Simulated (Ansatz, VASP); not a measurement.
**One calculation of Mo3P4, two programs**

```
CELL_PARAMETERS angstrom
5.23975 0.00000 0.00000
0.00000 5.23975 0.00000
0.00000 0.00000 5.23975
ATOMIC_POSITIONS crystal
Mo 0.00000 0.00000 0.50000
Mo 0.50000 0.00000 0.00000
Mo 0.00000 0.50000 0.00000
P 0.72378 0.27622 0.27622
P 0.27622 0.72378 0.27622
P 0.27622 0.27622 0.72378
P 0.72378 0.72378 0.72378
```

Change from the starting cell: species swapped into the Si3As4 type (P-43m, No. 215).

Alike in both runs: task relaxation of cell and atoms; functional PBE; k mesh 4 × 4 × 4; occupations gaussian, width 0.1 eV; no spin polarisation.

|  | VASP | Ansatz |
| --- | --- | --- |
| version | VASP 6.6.1 | Ansatz 0.2.0 |
| potentials or method | VASP PAW PBE potentials, release 64 (Mo_sv, P), cutoff 600 eV | scalar-relativistic, plane waves, PAW |
| valence electrons in the cell | 62 | 62 |

VASP gave:

| Quantity | Value |
| --- | --- |
| gap on the k mesh at the Fermi level, each at its own relaxed structure (eV) | none |
| relaxed volume (Å³/atom) | 17.26 |
| relaxed length of the cell vector where the two differ most in proportion (Å) | 4.944 |

**Question.** Which values does Ansatz return?

**Answer.** gap on the k mesh at the Fermi level, each at its own relaxed structure (eV): none; relaxed volume (Å³/atom): 17.25; relaxed length of the cell vector where the two differ most in proportion (Å): 4.943.

A gap of «none» marks a metal or a gap that the smearing closes.

Noted on VASP's run: the volume moved by over 15 % at a fixed basis, so the end points are rough.
